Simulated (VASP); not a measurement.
# SnO (P1) in VASP: single point with LDA

Aim: the single point of SnO with LDA.

Everything below comes from runs of VASP 6.6.1. Logs are shortened: lines on timing, memory, paths and dates and some standing lists are left out, and cuts for length are marked.

## (1) The cell of the first run

The typed cell holds 4 atoms: a = 3.355 Å, b = 5.674 Å, c = 4.222 Å, α = 90.00°, β = 90.00°, γ = 90.00°.

## (2) Single point, LDA

The input, INCAR:

```
SYSTEM = SnO
PREC = Accurate
ENCUT = 520
EDIFF = 1E-7
ISMEAR = 0
SIGMA = 0.01
LREAL = .FALSE.
LASPH = .TRUE.
NELM = 100
ALGO = Normal
ISIF = 2
LWAVE = .FALSE.
LCHARG = .FALSE.
NBANDS = 28
```

The input, KPOINTS:

```
regular mesh
0
G
  4 2 3
  0 0 0
```

The input, POSCAR:

```
SnO
1.0
    3.3550000000      0.0000000000      0.0000000000
    0.0000000000      5.6741000000      0.0000000000
    0.0000000000      0.0000000000      4.2219700000
Sn O
2 2
Direct
    0.9751800000      0.2120200000      0.4841000000
    0.4956900000      0.7432100000      0.0040500000
    0.9843200000      0.8824500000      0.7446800000
    0.4869900000      0.1270600000      0.2169700000
```

Potentials or basis: VASP PAW LDA potentials, release 64 (Sn_d, O).

Run with:

```bash
$ cat potpaw_LDA.64/Sn_d/POTCAR potpaw_LDA.64/O/POTCAR > POTCAR
$ mpirun -np 1 vasp_std > vasp.out
```

OUTCAR:

```text
SYSTEM = SnO
   PREC = Accurate
   ENCUT = 520
   EDIFF = 1E-7
   ISMEAR = 0
   LREAL = .FALSE.
   LASPH = .TRUE.
   NELM = 100
   ISIF = 2

 ion  position               nearest neighbor table
   1  0.975  0.212  0.484-   4 2.05   4 2.11   3 2.17   2 3.71
   2  0.496  0.743  0.004-   3 2.12   3 2.18   4 2.36   1 3.71
   3  0.984  0.882  0.745-   2 2.12   1 2.17   2 2.18
   4  0.487  0.127  0.217-   1 2.05   1 2.11   2 2.36

  LATTYP: Found a simple orthorhombic cell.
 ALAT       =     3.3550000000
 B/A-ratio  =     1.2584113264
 C/A-ratio  =     1.6912369598

  Lattice vectors:

 A1 = (  -3.3550000000,   0.0000000000,   0.0000000000)
 A2 = (   0.0000000000,   0.0000000000,   4.2219700000)
 A3 = (   0.0000000000,   5.6741000000,   0.0000000000)

Analysis of symmetry for initial positions (statically):
=====================================================================
 Subroutine PRICEL returns:
 Original cell was already a primitive cell.

 Routine SETGRP: Setting up the symmetry group for a
 simple orthorhombic supercell.

 Subroutine GETGRP returns: Found  1 space group operations
 (whereof  1 operations were pure point group operations)
 out of a pool of  8 trial point group operations.

The static configuration has the point symmetry C_1 .

Analysis of symmetry for dynamics (positions and initial velocities):
=====================================================================
 Subroutine PRICEL returns:
 Original cell was already a primitive cell.

 Routine SETGRP: Setting up the symmetry group for a
 simple orthorhombic supercell.

 Subroutine GETGRP returns: Found  1 space group operations
 (whereof  1 operations were pure point group operations)
 out of a pool of  8 trial point group operations.

The dynamic configuration has the point symmetry C_1 .

 Subroutine INISYM returns: Found  1 space group operations
 (whereof  1 operations are pure point group operations),
 and found     1 'primitive' translations

----------------------------------------------------------------------------------------

                                     Primitive cell

  volume of cell :      80.3720

  direct lattice vectors                    reciprocal lattice vectors
     3.355000000  0.000000000  0.000000000     0.298062593  0.000000000  0.000000000
     0.000000000  5.674100000  0.000000000     0.000000000  0.176239404  0.000000000
     0.000000000  0.000000000  4.221970000     0.000000000  0.000000000  0.236856254

  length of vectors
     3.355000000  5.674100000  4.221970000     0.298062593  0.176239404  0.236856254

  position of ions in fractional coordinates (direct lattice)
     0.975180000  0.212020000  0.484100000
     0.495690000  0.743210000  0.004050000
     0.984320000  0.882450000  0.744680000
     0.486990000  0.127060000  0.216970000

  ion indices of the primitive-cell ions
   primitive index   ion index
                 1           1
                 2           2
                 3           3
                 4           4

----------------------------------------------------------------------------------------

 KPOINTS: regular mesh

Automatic generation of k-mesh.
 Grid dimensions read from file:
 generate k-points for:    4    2    3

 Generating k-lattice:

  Cartesian coordinates                     Fractional coordinates (reciprocal lattice)
     0.074515648  0.000000000  0.000000000     0.250000000  0.000000000  0.000000000
     0.000000000  0.088119702  0.000000000     0.000000000  0.500000000  0.000000000
     0.000000000  0.000000000  0.078952085     0.000000000  0.000000000  0.333333333

  Length of vectors
     0.074515648  0.088119702  0.078952085

  Shift w.r.t. Gamma in fractional coordinates (k-lattice)
     0.000000000  0.000000000  0.000000000

 Subroutine IBZKPT returns following result:
 ===========================================

 Found     14 irreducible k-points:

 Following reciprocal coordinates:
            Coordinates               Weight
  0.000000  0.000000  0.000000      1.000000
  0.250000  0.000000  0.000000      2.000000
  0.500000  0.000000  0.000000      1.000000
  0.000000  0.500000  0.000000      1.000000
  0.250000  0.500000  0.000000      2.000000
  0.500000  0.500000  0.000000      1.000000
  0.000000  0.000000  0.333333      2.000000
  0.250000  0.000000  0.333333      2.000000
  0.250000  0.000000 -0.333333      2.000000
  0.500000  0.000000  0.333333      2.000000
  0.000000  0.500000  0.333333      2.000000
  0.250000  0.500000  0.333333      2.000000
  0.250000  0.500000 -0.333333      2.000000
  0.500000  0.500000  0.333333      2.000000
   k-points           NKPTS =     14   k-points in BZ     NKDIM =     14   number of bands    NBANDS=     28
   number of dos      NEDOS =    301   number of ions     NIONS =      4
   total plane-waves  NPLWV =  37632
   dimension x,y,z NGX =    28 NGY =   42 NGZ =   32
   dimension x,y,z NGXF=    56 NGYF=   84 NGZF=   64
   ions per type =               2   2
   NGX,Y,Z   is equivalent  to a cutoff of  13.87, 12.31, 12.60 a.u.
   NGXF,Y,Z  is equivalent  to a cutoff of  27.75, 24.61, 25.20 a.u.
 SYSTEM =  SnO
   PREC   = accura    normal or accurate (medium, high low for compatibility)
   ISTART =      0    job   : 0-new  1-cont  2-samecut
   ICHARG =      2    charge: 1-file 2-atom 10-const
   ISPIN  =      1    spin polarized calculation?
   LNONCOLLINEAR =      F non collinear calculations
   LSORBIT =      F    spin-orbit coupling
   LASPH  =      T    aspherical Exc in radial PAW
   ENCUT  =  520.0 eV  38.22 Ry    6.18 a.u.   6.24 10.55  7.85*2*pi/ulx,y,z
   NELM   =    100;   NELMIN=  2; NELMDL= -5     # of ELM steps
   EDIFF  = 0.1E-06   stopping-criterion for ELM
   LREAL  =      F    real-space projection
   EDIFFG = 0.1E-05   stopping-criterion for IOM
   NSW    =      0    number of steps for IOM
   IBRION =     -1    ionic relax: 0-MD 1-quasi-New 2-CG
   NFREE  =      0    steps in history (QN), initial steepest desc. (CG)
   ISIF   =      2    stress and relaxation
   ISYM   =      2    0-nonsym 1-usesym 2-fastsym
   POTIM  = 0.5000    time-step for ionic-motion
   TEBEG  =    0.0;   TEEND  =   0.0 temperature during run
   PSTRESS=    0.0 pullay stress
   NELECT =      40.0000    total number of electrons
   NUPDOWN=      -1.0000    fix difference up-down
   EMIN   =  10.00;   EMAX   =-10.00  energy-range for DOS
   EFERMI =   0.00;   METHOD = LEGACY
   ISMEAR =     0;   SIGMA  =   0.01  broadening in eV -4-tet -1-fermi 0-gaus
   EFERMI_NEDOS =   21; number of points for ismear=-14 and -15
   IALGO  =     38    algorithm
   IMIX   =      4    mixing-type and parameters
     AMIX     =   0.40;   BMIX     =  1.00
     AMIX_MAG =   1.60;   BMIX_MAG =  1.00
  volume/ion in A,a.u.               =      20.09       135.59
  Fermi-wavevector in a.u.,A,eV,Ry     =   1.297358  2.451652 22.900491  1.683139
  Thomas-Fermi vector in A             =   2.428756
   LORBIT       =      0    0 simple, 1 ext, 2 COOP (PROOUT), +10 PAW based schemes
   GGA     = CA    functional components
   LHFCALC =     F    Hartree Fock is set to
   AEXX    =    0.0000 exact exchange contribution
   IVDW    =     0    specifies the selected vdW correction
   LEPSILON=     F    determine dielectric tensor
   LRPA    =     F    only Hartree local field effects (RPA)
 non-spin polarized calculation
 Gauss-broadening in eV      SIGMA  =   0.01
  energy-cutoff  :      520.00
  volume of cell :       80.37
 maximum number of plane-waves:      2176
 NGX is ok and might be reduce to    28
   NGX = 13   NGY = 21   NGZ = 15

 number of electron      39.9999995 magnetization

 Free energy of the ion-electron system (eV)
  ---------------------------------------------------
  ext. energy  EPLUGINS =         0.00000000
  ---------------------------------------------------
  free energy    TOTEN  =       -24.92430195 eV

  energy without entropy =      -24.92430195  energy(sigma->0) =      -24.92430195

 E-fermi :   4.6392     XC(G=0):  -9.9746

 val. band max:        4.5374343298   @ k =   0.0000   0.0000   0.0000
 cond. band min:       6.0076941898   @ k =   0.5000   0.5000   0.0000
 fundamental gap:      1.4702598600
 Fermi energy:         4.6391503256

 k-point     1 :       0.0000    0.0000    0.0000
  band No.  band energies     occupation
      1     -16.6119      2.00000
      2     -16.3557      2.00000
      3     -16.3078      2.00000
      4     -16.2464      2.00000
      5     -16.2293      2.00000
      6     -16.2196      2.00000
[... 20 lines left out ...]
     27      13.2265      0.00000
     28      13.9890      0.00000

 k-point     2 :       0.2500    0.0000    0.0000
  band No.  band energies     occupation
      1     -16.5977      2.00000
      2     -16.3950      2.00000
      3     -16.3213      2.00000
      4     -16.2800      2.00000
      5     -16.2226      2.00000
      6     -16.2122      2.00000
[... 20 lines left out ...]
     27      12.5139      0.00000
     28      14.1205      0.00000

 k-point     3 :       0.5000    0.0000    0.0000
  band No.  band energies     occupation
      1     -16.6328      2.00000
      2     -16.4918      2.00000
      3     -16.3182      2.00000
      4     -16.2918      2.00000
      5     -16.2397      2.00000
      6     -16.1634      2.00000
[... 20 lines left out ...]
     27      13.4491      0.00000
     28      13.9320      0.00000

 k-point     4 :       0.0000    0.5000    0.0000
  band No.  band energies     occupation
      1     -16.6053      2.00000
      2     -16.3545      2.00000
      3     -16.3076      2.00000
      4     -16.2456      2.00000
      5     -16.2292      2.00000
      6     -16.2228      2.00000
[... 20 lines left out ...]
     27      14.1184      0.00000
     28      14.7591      0.00000

 k-point     5 :       0.2500    0.5000    0.0000
  band No.  band energies     occupation
      1     -16.5984      2.00000
      2     -16.3932      2.00000
      3     -16.3203      2.00000
      4     -16.2809      2.00000
      5     -16.2186      2.00000
      6     -16.2160      2.00000
[... 20 lines left out ...]
     27      13.1448      0.00000
     28      14.4658      0.00000

 k-point     6 :       0.5000    0.5000    0.0000
  band No.  band energies     occupation
      1     -16.6375      2.00000
      2     -16.4960      2.00000
      3     -16.3191      2.00000
      4     -16.2888      2.00000
      5     -16.2342      2.00000
      6     -16.1662      2.00000
[... 20 lines left out ...]
     27      12.3536      0.00000
     28      12.8309      0.00000

 k-point     7 :       0.0000    0.0000    0.3333
  band No.  band energies     occupation
      1     -16.5788      2.00000
      2     -16.3725      2.00000
      3     -16.3097      2.00000
      4     -16.2695      2.00000
      5     -16.2438      2.00000
      6     -16.2258      2.00000
[... 20 lines left out ...]
     27      14.2953      0.00000
     28      15.8564      0.00000

 k-point     8 :       0.2500    0.0000    0.3333
  band No.  band energies     occupation
      1     -16.5834      2.00000
      2     -16.4352      2.00000
      3     -16.3191      2.00000
      4     -16.2806      2.00000
      5     -16.2346      2.00000
      6     -16.2087      2.00000
[... 20 lines left out ...]
     27      13.8394      0.00000
     28      14.6855      0.00000

 k-point     9 :       0.2500    0.0000   -0.3333
  band No.  band energies     occupation
      1     -16.5843      2.00000
      2     -16.4328      2.00000
      3     -16.3180      2.00000
      4     -16.2835      2.00000
      5     -16.2354      2.00000
      6     -16.2078      2.00000
[... 20 lines left out ...]
     27      13.8408      0.00000
     28      14.6960      0.00000

 k-point    10 :       0.5000    0.0000    0.3333
  band No.  band energies     occupation
      1     -16.6495      2.00000
      2     -16.5115      2.00000
      3     -16.3214      2.00000
      4     -16.2894      2.00000
      5     -16.2362      2.00000
      6     -16.1616      2.00000
[... 20 lines left out ...]
     27      13.1405      0.00000
     28      13.5263      0.00000

 k-point    11 :       0.0000    0.5000    0.3333
  band No.  band energies     occupation
      1     -16.5769      2.00000
      2     -16.3717      2.00000
      3     -16.3101      2.00000
      4     -16.2704      2.00000
      5     -16.2440      2.00000
      6     -16.2263      2.00000
[... 20 lines left out ...]
     27      14.0408      0.00000
     28      14.7190      0.00000

 k-point    12 :       0.2500    0.5000    0.3333
  band No.  band energies     occupation
      1     -16.5815      2.00000
      2     -16.4283      2.00000
      3     -16.3184      2.00000
      4     -16.2796      2.00000
      5     -16.2359      2.00000
      6     -16.2132      2.00000
[... 20 lines left out ...]
     27      14.2901      0.00000
     28      14.8940      0.00000

 k-point    13 :       0.2500    0.5000   -0.3333
  band No.  band energies     occupation
      1     -16.5823      2.00000
      2     -16.4260      2.00000
      3     -16.3169      2.00000
      4     -16.2825      2.00000
      5     -16.2365      2.00000
      6     -16.2130      2.00000
[... 20 lines left out ...]
     27      14.3098      0.00000
     28      14.9029      0.00000

 k-point    14 :       0.5000    0.5000    0.3333
  band No.  band energies     occupation
      1     -16.6462      2.00000
      2     -16.5049      2.00000
      3     -16.3195      2.00000
      4     -16.2867      2.00000
      5     -16.2397      2.00000
      6     -16.1644      2.00000
[... 20 lines left out ...]
     27      14.0971      0.00000
     28      14.7068      0.00000

------------------------ aborting loop because EDIFF is reached ----------------------------------------

  FORCE on cell =-STRESS in cart. coord.  units (eV):
  Direction    XX          YY          ZZ          XY          YZ          ZX
  --------------------------------------------------------------------------------------
  -------------------------------------------------------------------------------------
  Total       -1.9291556     -3.1876938     -1.6924942      0.4187996      0.7827206      0.2130310
  in kB      -38.4568042    -63.5451678    -33.7390699      8.3485726     15.6031647      4.2466719
  external PRESSURE =     -45.2470139 kB  Pullay stress =       0.0000000 kB

 VOLUME and BASIS-vectors are now :
 -----------------------------------------------------------------------------
  energy-cutoff  :      520.00
  volume of cell :       80.37
      direct lattice vectors                 reciprocal lattice vectors
     3.355000000  0.000000000  0.000000000     0.298062593  0.000000000  0.000000000
     0.000000000  5.674100000  0.000000000     0.000000000  0.176239404  0.000000000
     0.000000000  0.000000000  4.221970000     0.000000000  0.000000000  0.236856254

 POSITION                                       TOTAL-FORCE (eV/Angst)
 -----------------------------------------------------------------------------------
      3.27173      1.20302      2.04386         0.390401      0.475941      0.869905
      1.66304      4.21705      0.01710        -0.204265      1.221768     -0.197142
      3.30239      5.00711      3.14402         0.150935     -0.077735     -0.195890
      1.63385      0.72095      0.91604        -0.337071     -1.619974     -0.476873
 -----------------------------------------------------------------------------------
    total drift:                                0.000420      0.000154     -0.000222

  FREE ENERGIE OF THE ION-ELECTRON SYSTEM (eV)
  ---------------------------------------------------
  free  energy   TOTEN  =       -24.9243019547 eV

  energy  without entropy=      -24.9243019547  energy(sigma->0) =      -24.92430195
```

Run time: 39 s. Hardware: 1 thread of Intel Xeon Platinum 8259CL at 2.50GHz (Skylake/Cascade Lake), shared host; peak memory 0.17 GiB.

What came out:

| Item | Value |
| --- | --- |
| Free energy | -24.9243 eV |
| Pressure | -4.5 GPa |
| Largest force | 1.722 eV/Å |
| Band gap on the k mesh | 1.47 eV (least direct gap 1.94 eV) |

Forces in eV/Å, atoms in the order of the input:
```
Sn   0.390  0.476  0.870
Sn  -0.204  1.222 -0.197
O    0.151 -0.078 -0.196
O   -0.337 -1.620 -0.477
```

Levels at points of the mesh, in eV from the valence-band top:
| k point | band 18 | band 19 | band 20 | band 21 | band 22 | band 23 |
| --- | --- | --- | --- | --- | --- | --- |
| (0.00, 0.00, 0.00) | -2.87 | -2.22 | 0.00 | 2.43 | 3.11 | 5.30 |
| (0.50, 0.00, 0.00) | -2.55 | -1.50 | -0.80 | 2.40 | 3.10 | 4.60 |
| (0.00, 0.50, 0.00) | -2.90 | -1.72 | -1.10 | 2.90 | 3.84 | 4.48 |
| (0.50, 0.50, 0.00) | -2.59 | -1.15 | -0.47 | 1.47 | 2.26 | 5.65 |

Caveat: the k points lie up to 0.55 Å⁻¹ apart; spin-orbit coupling is left out, which moves the levels of the heavy elements; an odd mesh through Γ misses points on the zone boundary, where band edges can lie; forces of over 1 eV/Å act on the atoms, so gaps and moduli don't describe the material at rest.
